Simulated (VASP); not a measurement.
Crystal: Yb.

```
CELL_PARAMETERS angstrom
-2.19368 2.19368 2.19368
2.19368 -2.19368 2.19368
2.19368 2.19368 -2.19368
ATOMIC_POSITIONS crystal
Yb 0.00000 0.00000 0.00000
```

This cell differs from its parent crystal: volume scaled by 1.06.

Base run:

| Item | Value |
| --- | --- |
| Program | VASP 6.6.1 |
| Functional | PBEsol |
| Potentials or basis | VASP PAW PBE potentials, release 64 (Yb) |
| Cutoff | 520 eV |
| k mesh | 12 × 12 × 12 |
| Occupations | fermi-dirac, width 0.05 eV |
| Spin | no spin polarisation |

Its results: band gap on the k mesh zero (band 12 reaches 1.32 eV, above the bottom of band 13 at 0.75 eV); pressure -5.1 GPa.

Task: The run is repeated on the same cell with these changes: further incar settings from ALGO = Normal; EDIFF = 1e-06; NBANDS = 18 to ALGO = Normal; EDIFF = 1e-08; NBANDS = 18. What comes out?

Result: Band gap on the k mesh zero (band 12 reaches 1.32 eV, above the bottom of band 13 at 0.75 eV); pressure -4.1 GPa.

Caveats: the PAW data sets were made with another functional, which shifts forces and pressure a little; spin-orbit coupling is left out, which moves the levels of the heavy elements.
